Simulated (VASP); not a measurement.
# Br (Im-3m) in VASP: a series of runs, part 2 of 2

VASP 6.6.1. The steps go on from the part before.

**3. Single point, PBE (volume scaled by 0.7)**

File INCAR:

```
PREC = Accurate ; ENCUT = 520
EDIFF = 1E-6 ; ISMEAR = -1
SIGMA = 0.08 ; LREAL = F
LASPH = T ; NELM = 100
ALGO = Normal ; ISIF = 2
LWAVE = F ; LCHARG = F
GGA = PE ; NBANDS = 10
```

File KPOINTS:

```
Automatic mesh
0
Gamma
  16 16 16
```

File POSCAR:

```
Br
1.0
   -1.6745741358      1.6745741358      1.6745741358
    1.6745741358     -1.6745741358      1.6745741358
    1.6745741358      1.6745741358     -1.6745741358
Br
1
Direct
    0.0000000000      0.0000000000      0.0000000000
```

Potentials or basis: VASP PAW PBE potentials, release 64 (Br).

Launch:

```
$ cat potpaw_PBE.64/Br/POTCAR > POTCAR
$ mpirun -np 1 vasp_std > vasp.out
```

Run time: 17 s. Hardware: 1 thread of AMD EPYC 7R43 (Zen 3), shared host; peak memory 0.12 GiB.

Results (log left out):

```
Free energy : -0.5902 eV
Pressure    : 25.2 GPa
```

Levels at points of the mesh, in eV from the Fermi level:
```csv
k point,band 1,band 2,band 3,band 4,band 5,band 6,band 7,band 8
"(0.00, 0.00, 0.00)",-18.23,1.44,1.44,1.44,10.54,12.73,12.73,12.73
"(0.50, 0.00, 0.00)",-15.16,-7.51,-1.26,0.78,6.99,8.69,18.27,18.34
"(0.50, 0.50, 0.50)",-13.12,-4.29,-4.29,-4.29,4.43,4.43,23.07,23.07
```

Caveat: an odd number of electrons without spin polarisation forces a metal; a magnetic or distorted state may lie lower.

**4. Single point, PBE (volume scaled by 0.8)**

File INCAR:

```
PREC     = Accurate       # precision mode
ENCUT    = 520            # plane-wave cutoff, eV
EDIFF    = 1E-7           # SCF threshold, eV
ISMEAR   = -1             # smearing method
SIGMA    = 0.08           # smearing width, eV
LREAL    = False          # projectors in reciprocal space
LASPH    = True           # aspherical terms in the spheres
NELM     = 100            # most SCF steps
ALGO     = Normal         # electronic algorithm
ISIF     = 2              # what is computed and relaxed
LWAVE    = False          # write WAVECAR
LCHARG   = False          # write CHGCAR
GGA      = PE             # functional
NBANDS   = 10             # bands
```

KPOINTS is that of step 3.

File POSCAR:

```
Br
1.0
   -1.7507939134      1.7507939134      1.7507939134
    1.7507939134     -1.7507939134      1.7507939134
    1.7507939134      1.7507939134     -1.7507939134
Br
1
Direct
    0.0000000000      0.0000000000      0.0000000000
```

Potentials or basis: VASP PAW PBE potentials, release 64 (Br).

Launch:

```
$ cat potpaw_PBE.64/Br/POTCAR > POTCAR
$ mpirun -np 1 vasp_std > vasp.out
```

OUTCAR:

```text
PREC = Accurate
   ENCUT = 520
   EDIFF = 1E-7
   ISMEAR = -1
   LREAL = False
   LASPH = True
   NELM = 100
   ISIF = 2
   GGA = PE

 ion  position               nearest neighbor table
   1  0.000  0.000  0.000-

  LATTYP: Found a body centered cubic cell.
 ALAT       =     3.5015878268

  Lattice vectors:

 A1 = (  -1.7507939134,   1.7507939134,   1.7507939134)
 A2 = (   1.7507939134,  -1.7507939134,   1.7507939134)
[... 480 lines left out ...]
  band No.  band energies     occupation
      1     -10.8942      2.00000
      2      -0.5675      2.00000
      3       2.1824      2.00000
      4       4.2692      0.25546
      5      13.2541      0.00000
      6      14.7666      0.00000
      7      18.1374      0.00000
      8      19.6485      0.00000
      9      23.0130      0.00000
     10      24.3781      0.00000

 [... further k-points ...]
[... 5 lines left out ...]
  --------------------------------------------------------------------------------------
  -------------------------------------------------------------------------------------
  Total        1.5015671      1.5015671      1.5015671      0.0000000     -0.0000000      0.0000000
  in kB      112.0702267    112.0702267    112.0702267      0.0000000     -0.0000000      0.0000000
  external PRESSURE =     112.0702267 kB  Pullay stress =       0.0000000 kB

 VOLUME and BASIS-vectors are now :
 -----------------------------------------------------------------------------
  energy-cutoff  :      520.00
  volume of cell :       21.47
      direct lattice vectors                 reciprocal lattice vectors
    -1.750793913  1.750793913  1.750793913     0.000000000  0.285584726  0.285584726
     1.750793913 -1.750793913  1.750793913     0.285584726  0.000000000  0.285584726
     1.750793913  1.750793913 -1.750793913     0.285584726  0.285584726  0.000000000

 POSITION                                       TOTAL-FORCE (eV/Angst)
 -----------------------------------------------------------------------------------
      0.00000      0.00000      0.00000        -0.000000     -0.000000     -0.000000
 -----------------------------------------------------------------------------------
    total drift:                               -0.000000     -0.000000      0.000000

  FREE ENERGIE OF THE ION-ELECTRON SYSTEM (eV)
  ---------------------------------------------------
  free  energy   TOTEN  =        -0.8826246193 eV

  energy  without entropy=       -0.8545648670  energy(sigma->0) =       -0.86859474
```

It took 18 s on 1 thread of AMD EPYC 7R43 (Zen 3), shared host; peak memory 0.12 GiB.

Results:

```yaml
Free_energy: -0.8826 eV
Pressure: 11.2 GPa
```

Caveat: an odd number of electrons without spin polarisation forces a metal; a magnetic or distorted state may lie lower.

**5. Summary**

```tsv
cell	gap on the mesh (eV)	pressure (GPa)
a = 2.755 Å, angles 109.5°, 1 atom	none	53.0
a = 2.900 Å, angles 109.5°, 1 atom	none	25.2
a = 3.032 Å, angles 109.5°, 1 atom	none	11.2
```

Alike in all rows: task single point; level PBE; potentials or basis VASP PAW PBE potentials, release 64 (Br); no spin polarisation; k mesh 16 × 16 × 16; cutoff (eV) 520; smearing fermi-dirac 0.08 eV.

Caveats: an odd number of electrons without spin polarisation forces a metal; a magnetic or distorted state may lie lower.

Total energies depend on the potentials used, so only differences within one code and one set of settings carry meaning.
